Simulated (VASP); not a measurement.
Wanted: the native input for a VASP 6.6.1 run.

```
Task                   : single point
Functional             : r2SCAN
Potentials or basis    : VASP PAW PBE potentials, release 64 (Si)
Cutoff                 : 520 eV
k mesh                 : 8 × 8 × 8
Occupations            : gaussian, width 0.01 eV
Spin                   : no spin polarisation
Dipole correction      : no
Further INCAR settings : ALGO = Normal; EDIFF = 1e-06; NBANDS = 21
```

Si:

```
CELL_PARAMETERS angstrom
-3.34952 3.34952 3.34952
3.34952 -3.34952 3.34952
3.34952 3.34952 -3.34952
ATOMIC_POSITIONS crystal
Si 0.75000 0.25000 0.50000
Si 0.75000 0.50000 0.25000
Si 0.50000 0.25000 0.75000
Si 0.25000 0.50000 0.75000
Si 0.25000 0.75000 0.50000
Si 0.50000 0.75000 0.25000
```

This isn't the form of Si at room conditions, which is diamond.

These files were run (other wordings do the same):

POSCAR

```
Si
1.0
   -3.3495183281      3.3495183281      3.3495183281
    3.3495183281     -3.3495183281      3.3495183281
    3.3495183281      3.3495183281     -3.3495183281
Si
6
Direct
    0.7500000000      0.2500000000      0.5000000000
    0.7500000000      0.5000000000      0.2500000000
    0.5000000000      0.2500000000      0.7500000000
    0.2500000000      0.5000000000      0.7500000000
    0.2500000000      0.7500000000      0.5000000000
    0.5000000000      0.7500000000      0.2500000000
```

INCAR.step1

```
  PREC = Accurate
  ENCUT = 520
  ISMEAR = 0
  SIGMA = 0.01
  LREAL = F
  LASPH = T
  NELM = 60
  NBANDS = 21
  GGA = PE
  ALGO = Normal
  EDIFF = 1E-4
  LWAVE = T
  LCHARG = F
```

INCAR.step2

```
  PREC = Accurate
  ENCUT = 520
  EDIFF = 1E-6
  ISMEAR = 0
  SIGMA = 0.01
  LREAL = F
  LASPH = T
  NELM = 60
  ALGO = Normal
  ISIF = 2
  LWAVE = F
  LCHARG = F
  METAGGA = R2SCAN
  LMIXTAU = T
  NBANDS = 21
  ISTART = 1
```

KPOINTS

```
regular mesh
0
Gamma
  8 8 8
```

Potentials or basis: VASP PAW PBE potentials, release 64 (Si).

The run is started by

```bash
$ cat potpaw_PBE.64/Si/POTCAR > POTCAR
$ cp INCAR.step1 INCAR
$ mpirun -np 1 vasp_std > vasp.out
$ cp INCAR.step2 INCAR
$ mpirun -np 1 vasp_std > vasp.out
```

It gave:

```yaml
Pressure: -0.2 GPa
Band_gap_on_the_k_mesh: 0.28 eV (least direct gap 0.51 eV)
```

Caveat: the PAW data sets were made with another functional, which shifts forces and pressure a little.

Run time: 5 min on 1 thread of AMD EPYC 9R45 96-Core Processor (Zen 5), on a shared host, peak memory 0.34 GiB.
